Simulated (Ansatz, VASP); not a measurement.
# One calculation of Li, two programs

File INCAR:

```
SYSTEM = Li
ALGO = Normal ; EDIFF = 1E-7
EDIFFG = -0.04 ; ENCUT = 600
GGA = PS ; IBRION = 2
ISIF = 3 ; ISMEAR = 0
LASPH = .TRUE. ; LCHARG = .FALSE.
LREAL = .FALSE. ; LWAVE = .FALSE.
NELM = 100 ; NSW = 90
PREC = Accurate ; SIGMA = 0.1
```

File KPOINTS:

```
k-points
0
G
  6 6 4
  0 0 0
```

File POSCAR:

```
Li
1.0
    1.7183423735     -5.4509350216      0.0000000000
    1.7183423735      5.4509350216      0.0000000000
    0.0000000000      0.0000000000      4.5476372181
Li
4
Direct
    0.0980000000      0.9020000000      0.9100000000
    0.5980000000      0.4020000000      0.5900000000
    0.9020000000      0.0980000000      0.0900000000
    0.4020000000      0.5980000000      0.4100000000
```

Input for Ansatz:

```yaml
crystal:
  lattice:
    - [1.7183423735, -5.4509350216, 0.0]
    - [1.7183423735, 5.4509350216, 0.0]
    - [0.0, 0.0, 4.5476372181]
  atoms:
    - { symbol: Li, position: [0.098, 0.902, 0.91] }
    - { symbol: Li, position: [0.598, 0.402, 0.59] }
    - { symbol: Li, position: [0.902, 0.098, 0.09] }
    - { symbol: Li, position: [0.402, 0.598, 0.41] }
basis:
  ecutwfc: 420
kpoints:
  mp_grid: { grid: [6, 6, 4] }
hamiltonian:
  xc: pbesol
scf:
  occupations: { method: gaussian, width: 0.1 }
  lower_state_search: "off"
output:
  forces: true
  stress: true
  eigenvalues: true
relax:
  adjacent_minimum: "off"
  f_tol: 0.04
  max_steps: 70
  cell: { stress_tol: 0.4 }
```

Alike in both runs: task relaxation of cell and atoms; functional PBEsol; k mesh 6 × 6 × 4; occupations gaussian, width 0.1 eV; no spin polarisation.

|  | VASP | Ansatz |
| --- | --- | --- |
| version | VASP 6.6.1 | Ansatz 0.2.0 |
| potentials or method | VASP PAW PBE potentials, release 64 (Li_sv), cutoff 600 eV | scalar-relativistic, plane waves, PAW |
| valence electrons in the cell | 12 | 12 |

|  | VASP | Ansatz | Ansatz less VASP |
| --- | --- | --- | --- |
| gap on the k mesh at the Fermi level, each at its own relaxed structure (eV) | none | none | - |
| relaxed volume (Å³/atom) | 20.06 | 20.07 | +0.004 |
| relaxed cell length with the largest relative difference (Å) | 5.467 | 5.443 | -0.0238 |

VASP's potentials were made for PBE, not for PBEsol. A gap of «none» marks a metal or a gap that the smearing closes.

Noted on VASP's run: the cutoff is short for stress, so the pressure is rough.
